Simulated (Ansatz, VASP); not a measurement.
**One calculation of NbH2, two programs**

```
Nb H
1.0
    -0.02281    2.27009    2.27009
     2.27009   -0.02281    2.27009
     2.27009    2.27009   -0.02281
Nb H
1 2
Cartesian
  0.0000 0.0000 0.0000
  1.1293 1.1293 1.1293
  3.3880 3.3880 3.3880
```

Change from the starting cell: equal xy, yz and zx shear strains of -1 %, crystal datasets.

Alike in both runs: task electric field gradients; functional LDA; k mesh 15 × 15 × 15; occupations fermi-dirac, width 0.03 eV; no spin polarisation.

|  | VASP | Ansatz |
| --- | --- | --- |
| version | VASP 6.6.1 | Ansatz 0.2.0 |
| potentials or method | VASP PAW LDA potentials, release 64 (Nb_sv, H), cutoff 400 eV | all-electron PAW with datasets made for the crystal, scalar-relativistic |

VASP gave:

| Quantity | Value |
| --- | --- |
| rms of the force components (eV/Å) | 0.038 |
| size of Vzz on the site where it differs most (V/Å²) | 14.7 |

Task: What did Ansatz give for the same quantities?

Result: rms of the force components (eV/Å): 0.038; size of Vzz on the site where it differs most (V/Å²): 15.1.

LDA's correlation is that of Perdew and Zunger in VASP and of Perdew and Wang (1992) in Ansatz. Atom by atom the forces differ by 0.000 eV/Å (rms over components). Ansatz ran all-electron here, and VASP with PAW potentials.
